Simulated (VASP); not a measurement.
**Ga: electric field gradients with PBEsol**

Crystal: Ga.

```
CELL_PARAMETERS angstrom
-1.39930 1.39930 2.22155
1.39930 -1.39930 2.22155
1.39930 1.39930 -2.22155
ATOMIC_POSITIONS crystal
Ga 0.00000 0.00000 0.00000
```

This cell differs from its parent crystal: volume scaled by 0.99.

```json
{
  "Program": "VASP 6.6.1",
  "Task": "electric field gradients",
  "Functional": "PBEsol",
  "Potentials or basis": "VASP PAW PBE potentials, release 64 (Ga_d)",
  "Cutoff": "520 eV",
  "k mesh": "16 × 16 × 16",
  "Occupations": "fermi-dirac, width 0.03 eV",
  "Spin": "no spin polarisation",
  "Dipole correction": "no",
  "Further INCAR settings": "ALGO = Normal; EDIFF = 1e-08; NBANDS = 12"
}
```

| Property | Result |
| --- | --- |
| Pressure | 1.3 GPa |

Stress tensor (GPa, compression positive):
```
1.63 0.00 0.00
0.00 1.63 0.00
0.00 0.00 0.78
```

Levels at points of the mesh, in eV from the Fermi level:
```tsv
k point	band 3	band 4	band 5	band 6	band 7	band 8	band 9	band 10
(0.00, 0.00, 0.00)	-14.86	-14.83	-14.69	-11.68	13.14	13.14	13.19	16.51
(0.50, 0.00, 0.00)	-14.84	-14.65	-14.61	-4.96	-4.34	8.83	12.04	12.95
(0.50, 0.50, 0.00)	-14.65	-14.65	-14.53	-2.28	-1.29	4.18	5.09	8.29
(0.50, 0.50, 0.50)	-14.62	-14.61	-14.61	-3.82	-3.72	6.61	6.61	9.87
```

Electric field gradients, principal values (V/Å²):
```
atom    least   middle  greatest (by size)
1 Ga  -10.692  -10.695              21.388
```

Wall time 27 s on 1 thread of Intel(R) Xeon(R) Platinum 8559C (Emerald Rapids), on a shared host, peak memory 0.19 GiB.

Caveat: without QUAD_EFG the Cq values of the log hold for a quadrupole moment of 1 mb, not for the nuclei; the PAW data sets were made with another functional, which shifts forces and pressure a little.
